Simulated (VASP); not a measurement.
# Ag (Fm-3m) in VASP: density of states with PBE

Aim: the density of states of Ag with PBE.

All numbers are computed with VASP 6.6.1; they aren't measurements. Logs are shortened: lines on timing, memory, paths and dates and some standing lists are left out, and cuts for length are marked.

### Step 1. The cell of the first run

It takes space group Fm-3m (No. 225, cubic). Conventional cell: a = 4.147 Å, b = 4.147 Å, c = 4.147 Å, α = 90.00°, β = 90.00°, γ = 90.00°. Within 3.9 Å of Ag (site symmetry m-3m) lie 12 Ag at 2.93 Å.

### Step 2. Density of states, PBE

POSCAR reads:

```
Ag
1.0
    0.0000000000      2.0735893382      2.0735893382
    2.0735893382      0.0000000000      2.0735893382
    2.0735893382      2.0735893382      0.0000000000
Ag
1
Direct
    0.0000000000      0.0000000000      0.0000000000
```

INCAR.step1 reads:

```
  ALGO = Fast
  EDIFF = 1E-6
  ENCUT = 520
  GGA = PE
  ISIF = 2
  ISMEAR = 0
  LASPH = T
  LCHARG = T
  LMAXMIX = 4
  LREAL = F
  LWAVE = F
  NBANDS = 12
  NELM = 80
  PREC = Accurate
  SIGMA = 0.1
```

KPOINTS.step1 reads:

```
k-points
0
Gamma
  18 18 18
```

INCAR.step2 reads:

```
  ALGO = Fast
  EDIFF = 1E-6
  ENCUT = 520
  GGA = PE
  ICHARG = 11
  ISIF = 2
  ISMEAR = -5
  LASPH = T
  LCHARG = F
  LMAXMIX = 4
  LORBIT = 11
  LREAL = F
  LWAVE = F
  NBANDS = 12
  NEDOS = 1001
  NELM = 80
  PREC = Accurate
  SIGMA = 0.1
```

KPOINTS.step2 reads:

```
k-points
0
Gamma
  27 27 27
```

Potentials or basis: VASP PAW PBE potentials, release 64 (Ag).

Started as:

```
$ cat potpaw_PBE.64/Ag/POTCAR > POTCAR
$ cp INCAR.step1 INCAR
$ cp KPOINTS.step1 KPOINTS
$ mpirun -np 1 vasp_std > vasp.out
$ cp INCAR.step2 INCAR
$ cp KPOINTS.step2 KPOINTS
$ mpirun -np 1 vasp_std > vasp.out
```

OUTCAR:

```text
EDIFF = 1E-6
   ENCUT = 520
   GGA = PE
   ICHARG = 11
   ISIF = 2
   ISMEAR = -5
   LASPH = T
   LORBIT = 11
   LREAL = F
   NELM = 80
   PREC = Accurate

 ion  position               nearest neighbor table
   1  0.000  0.000  0.000-

  LATTYP: Found a face centered cubic cell.
 ALAT       =     4.1471786764

  Lattice vectors:

 A1 = (   0.0000000000,   2.0735893382,   2.0735893382)
 A2 = (   2.0735893382,   0.0000000000,   2.0735893382)
 A3 = (   2.0735893382,   2.0735893382,   0.0000000000)

Analysis of symmetry for initial positions (statically):
=====================================================================
 Subroutine PRICEL returns:
 Original cell was already a primitive cell.

 Routine SETGRP: Setting up the symmetry group for a
 face centered cubic supercell.

 Subroutine GETGRP returns: Found 48 space group operations
 (whereof 48 operations were pure point group operations)
 out of a pool of 48 trial point group operations.

The static configuration has the point symmetry O_h .

Analysis of symmetry for dynamics (positions and initial velocities):
=====================================================================
 Subroutine PRICEL returns:
 Original cell was already a primitive cell.

 Routine SETGRP: Setting up the symmetry group for a
 face centered cubic supercell.

 Subroutine GETGRP returns: Found 48 space group operations
 (whereof 48 operations were pure point group operations)
 out of a pool of 48 trial point group operations.

The dynamic configuration has the point symmetry O_h .

 Subroutine INISYM returns: Found 48 space group operations
 (whereof 48 operations are pure point group operations),
 and found     1 'primitive' translations

----------------------------------------------------------------------------------------

                                     Primitive cell

  volume of cell :      17.8319

  direct lattice vectors                    reciprocal lattice vectors
     0.000000000  2.073589338  2.073589338    -0.241127783  0.241127783  0.241127783
     2.073589338  0.000000000  2.073589338     0.241127783 -0.241127783  0.241127783
     2.073589338  2.073589338  0.000000000     0.241127783  0.241127783 -0.241127783

  length of vectors
     2.932498165  2.932498165  2.932498165     0.417645571  0.417645571  0.417645571

  position of ions in fractional coordinates (direct lattice)
     0.000000000  0.000000000  0.000000000

  ion indices of the primitive-cell ions
[... 82 lines left out ...]
   ISIF   =      2    stress and relaxation
   ISYM   =      2    0-nonsym 1-usesym 2-fastsym
   POTIM  = 0.5000    time-step for ionic-motion
   TEBEG  =    0.0;   TEEND  =   0.0 temperature during run
   PSTRESS=    0.0 pullay stress
   NELECT =      11.0000    total number of electrons
   NUPDOWN=      -1.0000    fix difference up-down
   EMIN   =  10.00;   EMAX   =-10.00  energy-range for DOS
   EFERMI =   0.00;   METHOD = LEGACY
   ISMEAR =    -5;   SIGMA  =   0.10  broadening in eV -4-tet -1-fermi 0-gaus
   EFERMI_NEDOS =   21; number of points for ismear=-14 and -15
   IALGO  =     68    algorithm
   IMIX   =      4    mixing-type and parameters
     AMIX     =   0.40;   BMIX     =  1.00
     AMIX_MAG =   1.60;   BMIX_MAG =  1.00
  volume/ion in A,a.u.               =      17.83       120.34
  Fermi-wavevector in a.u.,A,eV,Ry     =   1.393605  2.633531 26.424343  1.942134
  Thomas-Fermi vector in A             =   2.517235
   LORBIT       =     11    0 simple, 1 ext, 2 COOP (PROOUT), +10 PAW based schemes
   GGA     = PE    functional components
   LHFCALC =     F    Hartree Fock is set to
   AEXX    =    0.0000 exact exchange contribution
   IVDW    =     0    specifies the selected vdW correction
   LEPSILON=     F    determine dielectric tensor
   LRPA    =     F    only Hartree local field effects (RPA)
 non-spin polarized calculation
 RMM-DIIS sequential band-by-band and
 Fermi weights with tetrahedron method with Bloechl corrections
  energy-cutoff  :      520.00
  volume of cell :       17.83
 maximum number of plane-waves:       531
 NGX is ok and might be reduce to    24

 number of electron      11.0000000 magnetization

 Free energy of the ion-electron system (eV)
  ---------------------------------------------------
  ext. energy  EPLUGINS =         0.00000000
  ---------------------------------------------------
  free energy    TOTEN  =        -2.71769816 eV

  energy without entropy =       -2.71769816  energy(sigma->0) =       -2.71769816

 E-fermi :   7.8652     XC(G=0): -11.9442

 val. band max:        7.8361568076   @ k =  -0.3333   0.1852   0.0741
 cond. band min:       7.8466810989   @ k =   0.4444   0.4074   0.0370
 fundamental gap:      0.0105242913
 Fermi energy:         7.8652362820

 k-point     1 :       0.0000    0.0000    0.0000
  band No.  band energies     occupation
      1       0.3784      2.00000
      2       3.1732      2.00000
      3       3.1732      2.00000
      4       3.1732      2.00000
      5       4.1277      2.00000
      6       4.1277      2.00000
      7      23.7430      0.00000
      8      27.0561      0.00000
      9      27.0561      0.00000
     10      27.0561      0.00000
     11      31.7569      0.00000
     12      32.6194      0.00000
[... 331 lines left out ...]
 k-point    24 :       0.3704    0.0370    0.0000
  band No.  band energies     occupation
      1       1.8183      2.00000
      2       3.2314      2.00000
      3       3.2728      2.00000
      4       4.3801      2.00000
      5       4.6634      2.00000
      6       5.2990      2.00000
      7      14.6537      0.00000
      8      23.4523      0.00000
      9      25.2762      0.00000
     10      26.2728      0.00000
     11      29.9302      0.00000
     12      30.5368      0.00000

 [... further k-points ...]
[... 5 lines left out ...]
  --------------------------------------------------------------------------------------
  -------------------------------------------------------------------------------------
  Total       -0.0162358     -0.0162358     -0.0162358     -0.0000000     -0.0000000      0.0000000
  in kB       -1.4587690     -1.4587690     -1.4587690     -0.0000000     -0.0000000      0.0000000
  external PRESSURE =      -1.4587690 kB  Pullay stress =       0.0000000 kB

 VOLUME and BASIS-vectors are now :
 -----------------------------------------------------------------------------
  energy-cutoff  :      520.00
  volume of cell :       17.83
      direct lattice vectors                 reciprocal lattice vectors
     0.000000000  2.073589338  2.073589338    -0.241127783  0.241127783  0.241127783
     2.073589338  0.000000000  2.073589338     0.241127783 -0.241127783  0.241127783
     2.073589338  2.073589338  0.000000000     0.241127783  0.241127783 -0.241127783

 POSITION                                       TOTAL-FORCE (eV/Angst)
 -----------------------------------------------------------------------------------
      0.00000      0.00000      0.00000         0.000000      0.000000      0.000000
 -----------------------------------------------------------------------------------
    total drift:                               -0.000000      0.000000      0.000000

  FREE ENERGIE OF THE ION-ELECTRON SYSTEM (eV)
  ---------------------------------------------------
  free  energy   TOTEN  =        -2.7176981613 eV

  energy  without entropy=       -2.7176981613  energy(sigma->0) =       -2.71769816

 total charge

# of ion       s       p       d       tot
------------------------------------------
    1        0.407   0.272   9.157   9.837
```

It took 36 s on 1 thread of Intel Xeon Platinum 8559C (Emerald Rapids), shared host; peak memory 0.24 GiB.

What came out:

- Valence electrons inside the program's atomic spheres: Ag 9.84

Caveat: tetrahedron occupations give inexact forces and stress in metals.
